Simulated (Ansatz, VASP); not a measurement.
InAs: VASP beside Ansatz

```
CELL_PARAMETERS angstrom
0.00000 2.97522 3.12398
2.97522 0.00000 3.12398
2.97522 2.97522 0.00000
ATOMIC_POSITIONS crystal
In 0.00000 0.00000 0.00000
As 0.75000 0.75000 0.75000
```

Alike in both runs: task single point; functional PBEsol; k mesh 16 × 16 × 16; occupations gaussian, width 0.15 eV; no spin polarisation.

```csv
,VASP,Ansatz
version,VASP 6.6.1,Ansatz 0.2.0
potentials or method,"VASP PAW PBE potentials, release 64 (In_d, As), cutoff 520 eV","scalar-relativistic, plane waves, PAW"
valence electrons in the cell,18,28
```

```csv
,VASP,Ansatz,Ansatz less VASP
gap on the k mesh at the Fermi level (eV),none,none,-
pressure (GPa),1.2,1.1,-0.09
"traceless stress, the component that is largest in VASP (GPa)",-1.23,-1.23,-0.003
```

VASP's potentials were made for PBE, not for PBEsol. A gap of «none» marks a metal or a gap that the smearing closes. With one functional, cell and mesh, what is left measures potentials, basis and numerics. VASP's potentials hold 18 valence electrons a cell and Ansatz's 28, so a difference there can come from the potentials and not from the codes.
